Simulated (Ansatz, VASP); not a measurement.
**One calculation of BN, two programs**

File POSCAR:

```
BN
1.0
    2.4913353474      0.0000000000      0.0000000000
   -1.2456676737      2.1575597002      0.0000000000
    0.0000000000      0.0000000000      4.0010591824
B N
2 2
Direct
    0.0000000000      0.0000000000      0.0000000000
    0.0000000000      0.0000000000      0.5000000000
    0.3333333333      0.6666666667      0.2500000000
    0.6666666667      0.3333333333      0.7500000000
```

INCAR.step1

```
ALGO = Normal ; EDIFF = 1E-5
ENCUT = 520 ; GGA = PE
ISIF = 2 ; ISMEAR = 0
LASPH = T ; LCHARG = F
LREAL = F ; LWAVE = T
NBANDS = 16 ; NELM = 60
PREC = Accurate ; SIGMA = 0.01
```

The input INCAR.step2:

```
AEXX = 0.5 ; ALGO = Normal
EDIFF = 1E-7 ; ENCUT = 520
ISIF = 2 ; ISMEAR = 0
ISTART = 1 ; LASPH = T
LCHARG = F ; LHFCALC = T
LMIXTAU = T ; LREAL = F
LWAVE = F ; METAGGA = R2SCAN
NBANDS = 16 ; NELM = 60
PREC = Accurate ; PRECFOCK = Normal
SIGMA = 0.01
```

File KPOINTS:

```
k-points
0
Gamma
  6 6 4
```

Input for Ansatz:

```yaml
crystal:
  lattice:
    - [2.4913353474, 0.0, 0.0]
    - [-1.2456676737, 2.1575597002, 0.0]
    - [0.0, 0.0, 4.0010591824]
  atoms:
    - { symbol: B, position: [0.0, 0.0, 0.0] }
    - { symbol: B, position: [0.0, 0.0, 0.5] }
    - { symbol: "N", position: [0.3333333333, 0.6666666667, 0.25] }
    - { symbol: "N", position: [0.6666666667, 0.3333333333, 0.75] }
kpoints:
  mp_grid: { grid: [6, 6, 4] }
hamiltonian:
  xc: r2scan50
scf:
  occupations: { method: fixed }
  n_extra_bands: 5
output:
  forces: true
  stress: true
  eigenvalues: true
```

Alike in both runs: task single point; functional r2SCAN50; k mesh 6 × 6 × 4; no spin polarisation.

```csv
,VASP,Ansatz
version,VASP 6.6.1,Ansatz 0.2.0
potentials or method,"VASP PAW PBE potentials, release 64 (B, N)",plane waves
plane-wave cutoff (eV),520,500
occupations,"gaussian, width 0.01 eV",fixed
valence electrons in the cell,16,16
```

VASP gave:

```
gap on the k mesh at the Fermi level (eV)                     : 5.29
pressure (GPa)                                                : -18.3
traceless stress, the component that is largest in VASP (GPa) : 2.26
```

Problem. Which values does Ansatz return?

Solution. gap on the k mesh at the Fermi level (eV): 5.26; pressure (GPa): -18.8; traceless stress, the component that is largest in VASP (GPa): 2.49.

VASP's potentials were made for PBE, not for r2SCAN50. Ansatz's warnings: stress exchange threshold loose, stress scf threshold loose.

The k mesh is coarse, so the values compare programs but aren't converged.
